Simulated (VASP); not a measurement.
# AlP (F-43m) in VASP: notebook, part 2 of 2

VASP 6.6.1.

### Step 3. Vibrations by perturbation theory, LDA

This run uses another cell than the first one, of 20.06 Å³/atom, 1.022 times its volume.

The input, INCAR:

```
ALGO = Normal ; EDIFF = 1E-8
ENCUT = 500 ; GGA = CA
GGA_COMPAT = F ; IBRION = 8
ISIF = 2 ; ISMEAR = 0
LASPH = T ; LCHARG = F
LREAL = F ; LWAVE = F
NBANDS = 11 ; NELM = 120
NSW = 1 ; PREC = Accurate
SIGMA = 0.01
```

The input, KPOINTS:

```
k-points
0
Gamma
  8 8 8
```

The input, POSCAR:

```
AlP
1.0
    2.7169267060      2.7169267060      0.0000000000
   -2.7169267060      2.7169267060      0.0000000000
    0.0000000000      2.7169267060      2.7169267060
Al P
1 1
Direct
    0.0000000000      0.0000000000      0.0000000000
    0.7500000000      0.2500000000      0.5000000000
```

Potentials or basis: VASP PAW LDA potentials, release 64 (Al, P).

Launch:

```
$ cat potpaw_LDA.64/Al/POTCAR potpaw_LDA.64/P/POTCAR > POTCAR
$ mpirun -np 1 vasp_std > vasp.out
```

OUTCAR:

```text
EDIFF = 1E-8
   ENCUT = 500
   GGA = CA
   IBRION = 8
   ISIF = 2
   ISMEAR = 0
   LASPH = T
   LREAL = F
   NELM = 120
   NSW = 1
   PREC = Accurate

 ion  position               nearest neighbor table
   1  0.000  0.000  0.000-   2 2.35   2 2.35   2 2.35   2 2.35
   2  0.750  0.250  0.500-   1 2.35   1 2.35   1 2.35   1 2.35

  LATTYP: Found a face centered cubic cell.
 ALAT       =     5.4338534120

  Lattice vectors:

 A1 = (   0.0000000000,   2.7169267060,   2.7169267060)
 A2 = (   2.7169267060,   0.0000000000,   2.7169267060)
[... 589 lines left out ...]
               1X          1Y          1Z          2X          2Y          2Z
  1X   -10.301925   -0.000000    0.000000   10.301925    0.000000   -0.000000
  1Y     0.000000  -10.301925   -0.000000   -0.000000   10.301925    0.000000
  1Z     0.000000   -0.000000  -10.301925   -0.000000    0.000000   10.301925
  2X    10.302272   -0.000000    0.000000  -10.302272    0.000000   -0.000000
  2Y     0.000000   10.302272   -0.000000   -0.000000  -10.302272    0.000000
  2Z     0.000000   -0.000000   10.302272   -0.000000    0.000000  -10.302272

 Eigenvectors and eigenvalues of the dynamical matrix
 ----------------------------------------------------

   1 f  =   13.213903 THz    83.025400 2PiTHz  440.768351 cm-1    54.648286 meV
             X         Y         Z           dx          dy          dz
      0.000000  0.000000  0.000000    -0.000000   -0.731055   -0.000000
      1.358463  4.075390  1.358463     0.000000    0.682319    0.000000
[... 21 lines left out ...]
   6 f/i=    0.000111 THz     0.000697 2PiTHz    0.003701 cm-1     0.000459 meV
             X         Y         Z           dx          dy          dz
      0.000000  0.000000  0.000000     0.369650   -0.529446   -0.220465
      1.358463  4.075390  1.358463     0.396052   -0.567263   -0.236212

--------------------------------------------------------------------------------------------------------

 ELASTIC MODULI CONTR FROM IONIC RELAXATION (kBar)
 Direction    XX          YY          ZZ          XY          YZ          ZX
 --------------------------------------------------------------------------------
 XX          -0.0000      0.0000      0.0000      0.0000     -0.0000     -0.0000
 YY           0.0000     -0.0000     -0.0000      0.0000      0.0000     -0.0000
 ZZ           0.0000     -0.0000     -0.0000     -0.0000      0.0000     -0.0000
 XY           0.0000      0.0000     -0.0000   -278.4596     -0.0000      0.0000
 YZ          -0.0000      0.0000      0.0000     -0.0000   -278.4596     -0.0000
 ZX          -0.0000     -0.0000     -0.0000      0.0000     -0.0000   -278.4596
 --------------------------------------------------------------------------------
```

OSZICAR:

```text
N       E                     dE             d eps       ncg     rms          rms(c)
DAV:   1     0.994630345031E+01    0.99463E+01   -0.30360E+03   654   0.531E+02
DAV:   2    -0.109163285230E+02   -0.20863E+02   -0.20088E+02   803   0.881E+01
DAV:   3    -0.118420006482E+02   -0.92567E+00   -0.92359E+00   817   0.178E+01
DAV:   4    -0.118498199178E+02   -0.78193E-02   -0.78186E-02   795   0.198E+00
DAV:   5    -0.118499181733E+02   -0.98255E-04   -0.98254E-04   811   0.211E-01    0.470E+00
[... 33 lines left out ...]
RMM:   6    -0.497398878771E-01    0.12059E-05   -0.82239E-07  3614   0.159E-03    0.525E-03
RMM:   7    -0.497427032603E-01   -0.28154E-05   -0.23623E-07  3600   0.892E-04    0.891E-04
RMM:   8    -0.497418639367E-01    0.83932E-06   -0.21616E-07  3687   0.172E-04    0.159E-04
RMM:   9    -0.497415808525E-01    0.28308E-06   -0.53341E-08  3638   0.671E-05    0.170E-05
RMM:  10    -0.497415806527E-01    0.19984E-09    0.37435E-08  3843   0.207E-05    0.111E-05
 Linear response finished
```

stdout:

```text
POSCAR found type information on POSCAR AlP
 POSCAR found :  2 types and       2 ions
 scaLAPACK will be used
 LDA part: xc-table for (Slater(with rela. corr.)+CA(PZ))
 , standard interpolation
 POSCAR, INCAR and KPOINTS ok, starting setup
 FFT: planning ... GRIDC
 FFT: planning ... GRID_SOFT
 FFT: planning ... GRID
 WAVECAR not read
 entering main loop
 Linear response reoptimize wavefunctions to high precision
 Linear response DOF=           2
 Linear response progress:
 first order change of Fermi-energy   0.33187E-04
 force on displaced ion       1 direction 1 : -10.302  -0.000   0.000
 Linear response progress:
 first order change of Fermi-energy  -0.75287E-03
 force on displaced ion       2 direction 1 : -10.302   0.000  -0.000
 Linear response finished
```

Wall time 37 s (1 thread of Intel Xeon 6975P-C (Granite Rapids), shared host); peak memory 0.2 GiB.

What came out:

| Property | Result |
| --- | --- |
| Highest phonon frequency at Γ, LO-TO splitting left out | 441 cm⁻¹ |

Phonon frequencies in cm⁻¹ (negative: imaginary):
```
              q point        frequencies
(0.000, 0.000, 0.000)  0 0 0 441 441 441
```

### Step 4. Vibrations by perturbation theory, LDA

This run uses another cell than the first one, of 20.52 Å³/atom, 1.045 times its volume.

The input, INCAR:

```
SYSTEM = AlP
PREC = Accurate ; ENCUT = 500
EDIFF = 1E-8 ; ISMEAR = 0
SIGMA = 0.01 ; LREAL = .False.
LASPH = .True. ; NELM = 120
ALGO = Normal ; ISIF = 2
LWAVE = .False. ; LCHARG = .True.
IBRION = 8 ; NSW = 1
GGA_COMPAT = .False.
```

The input, KPOINTS:

```
Automatic mesh
0
Gamma
  8 8 8
  0 0 0
```

The input, POSCAR:

```
AlP
1.0
    2.7377920891      2.7377920891      0.0000000000
   -2.7377920891      2.7377920891      0.0000000000
    0.0000000000      2.7377920891      2.7377920891
Al P
1 1
Direct
    0.0000000000      0.0000000000      0.0000000000
    0.7500000000      0.2500000000      0.5000000000
```

Potentials or basis: VASP PAW LDA potentials, release 64 (Al, P).

Launch:

```
$ cat potpaw_LDA.64/Al/POTCAR potpaw_LDA.64/P/POTCAR > POTCAR
$ mpirun -np 1 vasp_std > vasp.out
```

OUTCAR:

```text
SYSTEM = AlP
   PREC = Accurate
   ENCUT = 500
   EDIFF = 1E-8
   ISMEAR = 0
   LREAL = .False.
   LASPH = .True.
   NELM = 120
   ISIF = 2
   IBRION = 8
   NSW = 1

 ion  position               nearest neighbor table
   1  0.000  0.000  0.000-   2 2.37   2 2.37   2 2.37   2 2.37
   2  0.750  0.250  0.500-   1 2.37   1 2.37   1 2.37   1 2.37

  LATTYP: Found a face centered cubic cell.
 ALAT       =     5.4755841782

  Lattice vectors:

[... 518 lines left out ...]
 ------------------------------------
               1X          1Y          1Z          2X          2Y          2Z
  1X    -9.742445    0.000000   -0.000000    9.742445   -0.000000    0.000000
  1Y    -0.000000   -9.742445    0.000000    0.000000    9.742445   -0.000000
  1Z    -0.000000    0.000000   -9.742445    0.000000   -0.000000    9.742445
  2X     9.746805   -0.000000    0.000000   -9.746805    0.000000   -0.000000
  2Y     0.000000    9.746805   -0.000000   -0.000000   -9.746805    0.000000
  2Z     0.000000   -0.000000    9.746805   -0.000000    0.000000   -9.746805

 Eigenvectors and eigenvalues of the dynamical matrix
 ----------------------------------------------------

   1 f  =   12.851320 THz    80.747225 2PiTHz  428.673890 cm-1    53.148765 meV
             X         Y         Z           dx          dy          dz
      0.000000  0.000000  0.000000     0.730984   -0.000000   -0.000000
      1.368896  4.106688  1.368896    -0.682394   -0.000000    0.000000
[... 21 lines left out ...]
   6 f/i=    0.001434 THz     0.009011 2PiTHz    0.047839 cm-1     0.005931 meV
             X         Y         Z           dx          dy          dz
      0.000000  0.000000  0.000000    -0.047396    0.112022    0.671466
      1.368896  4.106688  1.368896    -0.050771    0.119999    0.719278

--------------------------------------------------------------------------------------------------------

 ELASTIC MODULI CONTR FROM IONIC RELAXATION (kBar)
 Direction    XX          YY          ZZ          XY          YZ          ZX
 --------------------------------------------------------------------------------
 XX          -0.0000     -0.0000     -0.0000      0.0000      0.0000      0.0000
 YY          -0.0000     -0.0000     -0.0000      0.0000      0.0000      0.0000
 ZZ          -0.0000     -0.0000     -0.0000      0.0000      0.0000      0.0000
 XY           0.0000      0.0000      0.0000   -227.0222     -0.0000      0.0000
 YZ           0.0000      0.0000      0.0000     -0.0000   -227.0222     -0.0000
 ZX           0.0000      0.0000      0.0000      0.0000     -0.0000   -227.0222
 --------------------------------------------------------------------------------
```

OSZICAR:

```text
N       E                     dE             d eps       ncg     rms          rms(c)
DAV:   1     0.112035487238E+02    0.11204E+02   -0.31764E+03   472   0.735E+02
DAV:   2    -0.113217621671E+02   -0.22525E+02   -0.21329E+02   656   0.905E+01
DAV:   3    -0.118312145266E+02   -0.50945E+00   -0.50945E+00   592   0.178E+01
[... 37 lines left out ...]
RMM:   7    -0.496461807627E-01   -0.41505E-05    0.52853E-07  2523   0.141E-03    0.676E-04
RMM:   8    -0.496462743888E-01   -0.93626E-07    0.67162E-08  2697   0.306E-04    0.967E-05
RMM:   9    -0.496460034051E-01    0.27098E-06    0.22988E-08  2682   0.753E-05    0.175E-05
RMM:  10    -0.496461232390E-01   -0.11983E-06    0.21244E-08  2673   0.202E-05    0.596E-06
RMM:  11    -0.496461332589E-01   -0.10020E-07    0.18895E-08  2784   0.568E-06    0.231E-06
RMM:  12    -0.496461287108E-01    0.45481E-08    0.34223E-08  1845   0.154E-06    0.209E-07
 Linear response finished
```

Wall time 33 s (1 thread of Intel Xeon 6975P-C (Granite Rapids), shared host); peak memory 0.2 GiB.

What came out:

| Item | Value |
| --- | --- |
| Highest phonon frequency at Γ, LO-TO splitting left out | 429 cm⁻¹ |

Phonon frequencies in cm⁻¹ (negative: imaginary):
```csv
q point,frequencies
"(0.000, 0.000, 0.000)",0 0 0 429 429 429
```

Caveat: the cell wasn't relaxed at this level first, which shifts response properties.
